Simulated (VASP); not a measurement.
Crystal: GaN.

```
CELL_PARAMETERS angstrom
0.00000 2.24912 2.24912
2.24912 0.00000 2.24912
2.24912 2.24912 0.00000
ATOMIC_POSITIONS crystal
Ga 0.00000 0.00000 0.00000
N 0.25000 0.25000 0.25000
```

Base run:

* Program: VASP 6.6.1
* Functional: PBEsol
* Potentials or basis: VASP PAW PBE potentials, release 64 (Ga_d, N)
* Cutoff: 520 eV
* k mesh: 10 × 10 × 10
* Occupations: gaussian, width 0.02 eV
* Spin: no spin polarisation

Its results: band gap on the k mesh 1.72 eV, direct; pressure -0.2 GPa.

Problem. The run is repeated on the same cell with these changes: functional from PBEsol to r2SCAN. What comes out?

Solution. Band gap on the k mesh 2.16 eV, direct; pressure 1.1 GPa.

r2SCAN gives the wider gap, since meta-GGAs in the generalised Kohn-Sham scheme recover part of the derivative discontinuity.

Caveats: the PAW data sets were made with another functional, which shifts forces and pressure a little.

